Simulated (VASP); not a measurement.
# NaCl (Pm-3m) in VASP: a series of runs

The runs below take NaCl through single point, with HSE06.

Program: VASP 6.6.1. These are calculated values, not measurements. Logs are shortened: lines on timing, memory, paths and dates and some standing lists are left out, and cuts for length are marked.

### Step 1. The cell of the first run

It takes space group Pm-3m (No. 221, cubic). The conventional cell has a = 3.479 Å, b = 3.479 Å, c = 3.479 Å, α = 90.00°, β = 90.00°, γ = 90.00°. Cl (site symmetry m-3m) has 8 Na at 3.01 Å and 6 Cl at 3.48 Å within 4.0 Å. Na (site symmetry m-3m) has 8 Cl at 3.01 Å and 6 Na at 3.48 Å within 4.0 Å.

### Step 2. Single point, HSE06

The input, POSCAR:

```
NaCl
1.0
    3.4786846609      0.0000000000      0.0000000000
    0.0000000000      3.4786846609      0.0000000000
    0.0000000000      0.0000000000      3.4786846609
Cl Na
1 1
Direct
    0.5000000000      0.5000000000      0.5000000000
    0.0000000000      0.0000000000      0.0000000000
```

The input, INCAR.step1:

```
PREC     = Accurate       # precision mode
ENCUT    = 520            # plane-wave cutoff, eV
EDIFF    = 1E-5           # SCF threshold, eV
ISMEAR   = -1             # smearing method
SIGMA    = 0.05           # smearing width, eV
LREAL    = False          # projectors in reciprocal space
LASPH    = True           # aspherical terms in the spheres
NELM     = 60             # most SCF steps
ALGO     = Normal         # electronic algorithm
ISIF     = 2              # what is computed and relaxed
LWAVE    = True           # write WAVECAR
LCHARG   = False          # write CHGCAR
NBANDS   = 14             # bands
GGA      = PE             # functional
```

The input, INCAR.step2:

```
PREC     = Accurate       # precision mode
ENCUT    = 520            # plane-wave cutoff, eV
EDIFF    = 1E-6           # SCF threshold, eV
ISMEAR   = -1             # smearing method
SIGMA    = 0.05           # smearing width, eV
LREAL    = False          # projectors in reciprocal space
LASPH    = True           # aspherical terms in the spheres
NELM     = 60             # most SCF steps
ALGO     = Normal         # electronic algorithm
ISIF     = 2              # what is computed and relaxed
LWAVE    = False          # write WAVECAR
LCHARG   = False          # write CHGCAR
GGA      = PE             # functional
LHFCALC  = True           # exact exchange
HFSCREEN = 0.2079         # screening, 1/A
PRECFOCK = Normal       
NBANDS   = 14             # bands
ISTART   = 1
```

The input, KPOINTS:

```
Automatic mesh
0
Gamma
  4 4 4
```

Potentials or basis: VASP PAW PBE potentials, release 64 (Cl, Na_pv).

Run with:

```console
$ cat potpaw_PBE.64/Cl/POTCAR potpaw_PBE.64/Na_pv/POTCAR > POTCAR
$ cp INCAR.step1 INCAR
$ mpirun -np 1 vasp_std > vasp.out
$ cp INCAR.step2 INCAR
$ mpirun -np 1 vasp_std > vasp.out
```

OUTCAR:

```text
PREC = Accurate
   ENCUT = 520
   EDIFF = 1E-6
   ISMEAR = -1
   LREAL = False
   LASPH = True
   NELM = 60
   ISIF = 2
   GGA = PE
   LHFCALC = True
   HFSCREEN = 0.2079
   PRECFOCK = Normal
   ISTART = 1

 ion  position               nearest neighbor table
   1  0.500  0.500  0.500-
   2  0.000  0.000  0.000-

  LATTYP: Found a simple cubic cell.
 ALAT       =     3.4786846609

  Lattice vectors:

 A1 = (   3.4786846609,   0.0000000000,   0.0000000000)
 A2 = (   0.0000000000,   3.4786846609,   0.0000000000)
 A3 = (   0.0000000000,   0.0000000000,   3.4786846609)

Analysis of symmetry for initial positions (statically):
=====================================================================
 Subroutine PRICEL returns:
 Original cell was already a primitive cell.

 Routine SETGRP: Setting up the symmetry group for a
 simple cubic supercell.

 Subroutine GETGRP returns: Found 48 space group operations
 (whereof 48 operations were pure point group operations)
 out of a pool of 48 trial point group operations.

The static configuration has the point symmetry O_h .

Analysis of symmetry for dynamics (positions and initial velocities):
=====================================================================
 Subroutine PRICEL returns:
 Original cell was already a primitive cell.

 Routine SETGRP: Setting up the symmetry group for a
 simple cubic supercell.

 Subroutine GETGRP returns: Found 48 space group operations
 (whereof 48 operations were pure point group operations)
 out of a pool of 48 trial point group operations.

The dynamic configuration has the point symmetry O_h .

 Subroutine INISYM returns: Found 48 space group operations
 (whereof 48 operations are pure point group operations),
 and found     1 'primitive' translations

----------------------------------------------------------------------------------------

                                     Primitive cell

  volume of cell :      42.0964

  direct lattice vectors                    reciprocal lattice vectors
     3.478684661  0.000000000  0.000000000     0.287464975  0.000000000  0.000000000
     0.000000000  3.478684661  0.000000000     0.000000000  0.287464975  0.000000000
     0.000000000  0.000000000  3.478684661     0.000000000  0.000000000  0.287464975

  length of vectors
     3.478684661  3.478684661  3.478684661     0.287464975  0.287464975  0.287464975

  position of ions in fractional coordinates (direct lattice)
     0.500000000  0.500000000  0.500000000
     0.000000000  0.000000000  0.000000000

  ion indices of the primitive-cell ions
   primitive index   ion index
                 1           1
                 2           2

----------------------------------------------------------------------------------------

 KPOINTS: Automatic mesh

Automatic generation of k-mesh.
 Grid dimensions read from file:
 generate k-points for:    4    4    4

 Generating k-lattice:

  Cartesian coordinates                     Fractional coordinates (reciprocal lattice)
     0.071866244  0.000000000  0.000000000     0.250000000  0.000000000  0.000000000
     0.000000000  0.071866244  0.000000000     0.000000000  0.250000000  0.000000000
     0.000000000  0.000000000  0.071866244     0.000000000  0.000000000  0.250000000

  Length of vectors
     0.071866244  0.071866244  0.071866244

  Shift w.r.t. Gamma in fractional coordinates (k-lattice)
     0.000000000  0.000000000  0.000000000

 Subroutine IBZKPT returns following result:
 ===========================================

 Found     10 irreducible k-points:

 Following reciprocal coordinates:
            Coordinates               Weight
  0.000000  0.000000  0.000000      1.000000
  0.250000  0.000000  0.000000      6.000000
  0.500000  0.000000  0.000000      3.000000
  0.250000  0.250000  0.000000     12.000000
  0.500000  0.250000  0.000000     12.000000
  0.500000  0.500000  0.000000      3.000000
  0.250000  0.250000  0.250000      8.000000
  0.500000  0.250000  0.250000     12.000000
  0.500000  0.500000  0.250000      6.000000
  0.500000  0.500000  0.500000      1.000000
   k-points           NKPTS =     10   k-points in BZ     NKDIM =     64   number of bands    NBANDS=     14
   number of dos      NEDOS =    301   number of ions     NIONS =      2
   total plane-waves  NPLWV =  21952
   dimension x,y,z NGX =    28 NGY =   28 NGZ =   28
   dimension x,y,z NGXF=    56 NGYF=   56 NGZF=   56
   ions per type =               1   1
   NGX,Y,Z   is equivalent  to a cutoff of  13.38, 13.38, 13.38 a.u.
   NGXF,Y,Z  is equivalent  to a cutoff of  26.76, 26.76, 26.76 a.u.
 SYSTEM =  unknown system
   PREC   = accura    normal or accurate (medium, high low for compatibility)
   ISTART =      1    job   : 0-new  1-cont  2-samecut
   ICHARG =      0    charge: 1-file 2-atom 10-const
   ISPIN  =      1    spin polarized calculation?
   LNONCOLLINEAR =      F non collinear calculations
   LSORBIT =      F    spin-orbit coupling
   LASPH  =      T    aspherical Exc in radial PAW
   ENCUT  =  520.0 eV  38.22 Ry    6.18 a.u.   6.47  6.47  6.47*2*pi/ulx,y,z
   NELM   =     60;   NELMIN=  2; NELMDL=  0     # of ELM steps
   EDIFF  = 0.1E-05   stopping-criterion for ELM
   LREAL  =      F    real-space projection
   EDIFFG = 0.1E-04   stopping-criterion for IOM
   NSW    =      0    number of steps for IOM
   IBRION =     -1    ionic relax: 0-MD 1-quasi-New 2-CG
   NFREE  =      0    steps in history (QN), initial steepest desc. (CG)
   ISIF   =      2    stress and relaxation
   ISYM   =      3    0-nonsym 1-usesym 2-fastsym
   POTIM  = 0.5000    time-step for ionic-motion
   TEBEG  =    0.0;   TEEND  =   0.0 temperature during run
   PSTRESS=    0.0 pullay stress
   NELECT =      14.0000    total number of electrons
   NUPDOWN=      -1.0000    fix difference up-down
   EMIN   =  10.00;   EMAX   =-10.00  energy-range for DOS
   EFERMI =   0.00;   METHOD = LEGACY
   ISMEAR =    -1;   SIGMA  =   0.05  broadening in eV -4-tet -1-fermi 0-gaus
   EFERMI_NEDOS =   21; number of points for ismear=-14 and -15
   IALGO  =     38    algorithm
   IMIX   =      1    mixing-type and parameters
     AMIX     =   0.40;   BMIX     =  1.00
     AMIX_MAG =   1.60;   BMIX_MAG =  1.00
  volume/ion in A,a.u.               =      21.05       142.04
  Fermi-wavevector in a.u.,A,eV,Ry     =   1.134233  2.143390 17.503698  1.286485
  Thomas-Fermi vector in A             =   2.270937
   LORBIT       =      0    0 simple, 1 ext, 2 COOP (PROOUT), +10 PAW based schemes
   GGA     = PE    functional components
   LHFCALC =     T    Hartree Fock is set to
   PRECFOCK=normal    Normal, Fast or Accurate (Low or Medium for compatibility)
   ENCUT4O =  -1.0   cutoff for four orbital integrals eV
   NKREDX  =     1    reduce k-point grid by
   NKREDY  =     1    reduce k-point grid by
   NKREDZ  =     1    reduce k-point grid by
   AEXX    =    0.2500 exact exchange contribution
   HFSCREEN=    0.2079 screening length (either q_TF or 0.3 A-1)
   HFSCREENC=   0.2079 screening length for correlation (either q_TF or 0.3 A-1)
   ENCUTFOCK=  -1.0 apply spherical cutoff to Coloumb kernel
   IVDW    =     0    specifies the selected vdW correction
   LEPSILON=     F    determine dielectric tensor
   LRPA    =     F    only Hartree local field effects (RPA)
 non-spin polarized calculation
  energy-cutoff  :      520.00
  volume of cell :       42.10
 maximum number of plane-waves:      1141
 NGX is ok and might be reduce to    28
  NGX = 20; NGY = 20; NGZ = 20

 number of electron      13.9999990 magnetization

 Free energy of the ion-electron system (eV)
  ---------------------------------------------------
  ext. energy  EPLUGINS =         0.00000000
  ---------------------------------------------------
  free energy    TOTEN  =        -7.55003384 eV

  energy without entropy =       -7.55003384  energy(sigma->0) =       -7.55003384

 E-fermi :   0.7030     XC(G=0):  -7.0742

 val. band max:       -0.3551551973   @ k =   0.5000   0.5000   0.0000
 cond. band min:       5.0053505489   @ k =   0.0000   0.0000   0.0000
 fundamental gap:      5.3605057462
 Fermi energy:         0.7030072236

 k-point     1 :       0.0000    0.0000    0.0000
  band No.  band energies     occupation
      1     -24.5683      2.00000
      2     -24.5683      2.00000
      3     -24.5683      2.00000
      4     -15.0582      2.00000
      5      -0.9048      2.00000
      6      -0.9048      2.00000
      7      -0.9048      2.00000
      8       5.0054      0.00000
      9       9.5481      0.00000
     10       9.5481      0.00000
     11      17.2426      0.00000
     12      17.2426      0.00000
     13      17.2450      0.00000
     14      17.4131      0.00000

 k-point     2 :       0.2500    0.0000    0.0000
  band No.  band energies     occupation
      1     -24.5888      2.00000
      2     -24.5663      2.00000
      3     -24.5663      2.00000
      4     -14.8634      2.00000
      5      -2.4387      2.00000
      6      -0.7771      2.00000
      7      -0.7771      2.00000
      8       6.4006      0.00000
      9      10.2555      0.00000
     10      10.5319      0.00000
     11      14.3617      0.00000
     12      14.3617      0.00000
     13      16.5552      0.00000
     14      16.9393      0.00000

 k-point     3 :       0.5000    0.0000    0.0000
  band No.  band energies     occupation
      1     -24.6092      2.00000
      2     -24.5644      2.00000
      3     -24.5644      2.00000
      4     -14.6523      2.00000
      5      -3.5875      2.00000
      6      -0.6425      2.00000
      7      -0.6425      2.00000
      8       7.9902      0.00000
      9       9.8806      0.00000
     10      11.5977      0.00000
     11      13.0839      0.00000
     12      13.0839      0.00000
     13      14.1237      0.00000
     14      18.5183      0.00000
[... 86 lines left out ...]
 k-point     9 :       0.5000    0.5000    0.2500
  band No.  band energies     occupation
      1     -24.5970      2.00000
      2     -24.5970      2.00000
      3     -24.5776      2.00000
      4     -14.1965      2.00000
      5      -2.6537      2.00000
      6      -2.6537      2.00000
      7      -1.4842      2.00000
      8       7.1377      0.00000
      9       9.5194      0.00000
     10       9.5194      0.00000
     11      13.6842      0.00000
     12      15.3299      0.00000
     13      16.4766      0.00000
     14      16.4766      0.00000

 k-point    10 :       0.5000    0.5000    0.5000
  band No.  band energies     occupation
      1     -24.5939      2.00000
      2     -24.5939      2.00000
      3     -24.5939      2.00000
      4     -14.0360      2.00000
      5      -2.4159      2.00000
      6      -2.4159      2.00000
      7      -2.4159      2.00000
      8       8.0804      0.00000
      9       8.0804      0.00000
     10       8.0804      0.00000
     11      13.0752      0.00000
     12      17.5054      0.00000
     13      17.5054      0.00000
     14      17.5054      0.00000

------------------------ aborting loop because EDIFF is reached ----------------------------------------

  FORCE on cell =-STRESS in cart. coord.  units (eV):
  Direction    XX          YY          ZZ          XY          YZ          ZX
  --------------------------------------------------------------------------------------
  -------------------------------------------------------------------------------------
  Total        0.0465765      0.0465765      0.0465765      0.0000000     -0.0000000      0.0000000
  in kB        1.7726885      1.7726885      1.7726885      0.0000000     -0.0000000      0.0000000
  external PRESSURE =       1.7726885 kB  Pullay stress =       0.0000000 kB

 VOLUME and BASIS-vectors are now :
 -----------------------------------------------------------------------------
  energy-cutoff  :      520.00
  volume of cell :       42.10
      direct lattice vectors                 reciprocal lattice vectors
     3.478684661  0.000000000  0.000000000     0.287464975  0.000000000  0.000000000
     0.000000000  3.478684661  0.000000000     0.000000000  0.287464975  0.000000000
     0.000000000  0.000000000  3.478684661     0.000000000  0.000000000  0.287464975

 POSITION                                       TOTAL-FORCE (eV/Angst)
 -----------------------------------------------------------------------------------
      1.73934      1.73934      1.73934         0.000000      0.000000      0.000000
      0.00000      0.00000      0.00000         0.000000      0.000000      0.000000
 -----------------------------------------------------------------------------------
    total drift:                                0.000004      0.000001      0.000003

  FREE ENERGIE OF THE ION-ELECTRON SYSTEM (eV)
  ---------------------------------------------------
  free  energy   TOTEN  =        -7.5500338444 eV

  energy  without entropy=       -7.5500338443  energy(sigma->0) =       -7.55003384
```

Run time: 2.8 min. Hardware: 1 thread of Intel Xeon Platinum 8259CL at 2.50GHz (Skylake/Cascade Lake), shared host; peak memory 0.24 GiB.

What came out:

| Property | Result |
| --- | --- |
| Free energy | -7.5500 eV |
| Pressure | 0.2 GPa |
| Band gap on the k mesh | 5.36 eV (least direct gap 5.91 eV) |

Caveat: the k points lie up to 0.45 Å⁻¹ apart; the PAW data sets were made with another functional, which shifts forces and pressure a little. A k mesh can miss the band edges.

### Step 3. Single point, HSE06

This run uses another cell than the first one, of 21.48 Å³/atom.

The input, POSCAR:

```
NaCl
1.0
    3.5021900000      0.0000000000      0.0000000000
    0.0000000000      3.5021900000      0.0000000000
    0.0000000000      0.0000000000      3.5021900000
Cl Na
1 1
Direct
    0.5000000000      0.5000000000      0.5000000000
    0.0000000000      0.0000000000      0.0000000000
```

The input, INCAR.step1:

```
ALGO     = Normal         # electronic algorithm
EDIFF    = 1E-5           # SCF threshold, eV
ENCUT    = 520            # plane-wave cutoff, eV
GGA      = PE             # functional
ISIF     = 2              # what is computed and relaxed
ISMEAR   = -1             # smearing method
LASPH    = T              # aspherical terms in the spheres
LREAL    = F              # projectors in reciprocal space
LWAVE    = T              # write WAVECAR
NBANDS   = 14             # bands
NELM     = 80             # most SCF steps
PREC     = Accurate       # precision mode
SIGMA    = 0.05           # smearing width, eV
```

The input, INCAR.step2:

```
ALGO     = Normal         # electronic algorithm
EDIFF    = 1E-6           # SCF threshold, eV
ENCUT    = 520            # plane-wave cutoff, eV
GGA      = PE             # functional
HFSCREEN = 0.2079         # screening, 1/A
ISIF     = 2              # what is computed and relaxed
ISMEAR   = -1             # smearing method
ISTART   = 1            
LASPH    = T              # aspherical terms in the spheres
LCHARG   = T              # write CHGCAR
LELF     = T              # ELF
LHFCALC  = T              # exact exchange
LREAL    = F              # projectors in reciprocal space
LVHAR    = T            
LWAVE    = F              # write WAVECAR
NBANDS   = 14             # bands
NELM     = 80             # most SCF steps
PREC     = Accurate       # precision mode
PRECFOCK = Normal       
SIGMA    = 0.05           # smearing width, eV
```

The input, KPOINTS:

```
k-points
0
Gamma
  4 4 4
```

Potentials or basis: VASP PAW PBE potentials, release 64 (Cl, Na_pv).

Run with:

```console
$ cat potpaw_PBE.64/Cl/POTCAR potpaw_PBE.64/Na_pv/POTCAR > POTCAR
$ cp INCAR.step1 INCAR
$ mpirun -np 1 vasp_std > vasp.out
$ cp INCAR.step2 INCAR
$ mpirun -np 1 vasp_std > vasp.out
```

Run time: 2.3 min. Hardware: 1 thread of Intel Xeon Platinum 8259CL at 2.50GHz (Skylake/Cascade Lake), shared host; peak memory 0.25 GiB.

It converged, with:

- Free energy: -7.5496 eV
- Pressure: -0.4 GPa
- Band gap on the k mesh: 5.29 eV (least direct gap 5.82 eV)

Levels at points of the mesh, in eV from the valence-band top:
```csv
k point,band 5,band 6,band 7,band 8,band 9,band 10
"(0.00, 0.00, 0.00)",-0.53,-0.53,-0.53,5.29,9.92,9.92
"(0.50, 0.00, 0.00)",-3.13,-0.28,-0.28,8.28,10.09,11.96
"(0.50, 0.50, 0.00)",-2.44,-2.44,0.00,6.84,11.34,12.57
"(0.50, 0.50, 0.50)",-1.99,-1.99,-1.99,8.43,8.43,8.43
```

Caveat: the k points lie up to 0.45 Å⁻¹ apart; the PAW data sets were made with another functional, which shifts forces and pressure a little. A k mesh can miss the band edges.

### Step 4. Single point, HSE06

This run uses another cell than the first one, of 21.91 Å³/atom.

The input, POSCAR:

```
NaCl
1.0
    3.5253839872      0.0000000000      0.0000000000
    0.0000000000      3.5253839872      0.0000000000
    0.0000000000      0.0000000000      3.5253839872
Cl Na
1 1
Direct
    0.5000000000      0.5000000000      0.5000000000
    0.0000000000      0.0000000000      0.0000000000
```

The input, INCAR.step1:

```
PREC = Accurate
ENCUT = 520
EDIFF = 1E-5
ISMEAR = -1
SIGMA = 0.05
LREAL = F
LASPH = T
NELM = 60
ALGO = Normal
ISIF = 2
LWAVE = T
LCHARG = F
GGA = PE
NBANDS = 14
```

The input, INCAR.step2:

```
PREC = Accurate
ENCUT = 520
EDIFF = 1E-7
ISMEAR = -1
SIGMA = 0.05
LREAL = F
LASPH = T
NELM = 60
ALGO = Normal
ISIF = 2
LWAVE = F
LCHARG = F
GGA = PE
LHFCALC = T
HFSCREEN = 0.2079
PRECFOCK = Normal
ISTART = 1
NBANDS = 14
```

The input, KPOINTS:

```
Automatic mesh
0
Gamma
  4 4 4
```

Run with:

```console
$ cat potpaw_PBE.64/Cl/POTCAR potpaw_PBE.64/Na_pv/POTCAR > POTCAR
$ cp INCAR.step1 INCAR
$ mpirun -np 1 vasp_std > vasp.out
$ cp INCAR.step2 INCAR
$ mpirun -np 1 vasp_std > vasp.out
```

Wall time 3.3 min (1 thread of Intel Xeon Platinum 8259CL at 2.50GHz (Skylake/Cascade Lake), shared host); peak memory 0.25 GiB.

It converged, with:

```yaml
Free_energy: -7.5465 eV
Pressure: -0.9 GPa
Band_gap_on_the_k_mesh: 5.22 eV (least direct gap 5.73 eV)
```

Levels at points of the mesh, in eV from the valence-band top:
```csv
k point,band 3,band 4,band 5,band 6,band 7,band 8,band 9,band 10,band 11,band 12
"(0.00, 0.00, 0.00)",-24.26,-14.56,-0.51,-0.51,-0.51,5.22,9.94,9.94,17.20,17.20
"(0.50, 0.00, 0.00)",-24.26,-14.19,-3.04,-0.27,-0.27,8.21,9.95,11.96,13.33,13.33
"(0.50, 0.50, 0.00)",-24.26,-13.91,-2.36,-2.36,0.00,6.84,11.29,12.43,12.43,14.13
"(0.50, 0.50, 0.50)",-24.28,-13.63,-1.93,-1.93,-1.93,8.43,8.43,8.43,13.10,17.45
```

Caveat: the k points lie up to 0.45 Å⁻¹ apart; the PAW data sets were made with another functional, which shifts forces and pressure a little. A k mesh can miss the band edges.

[end of part 1 of 2]
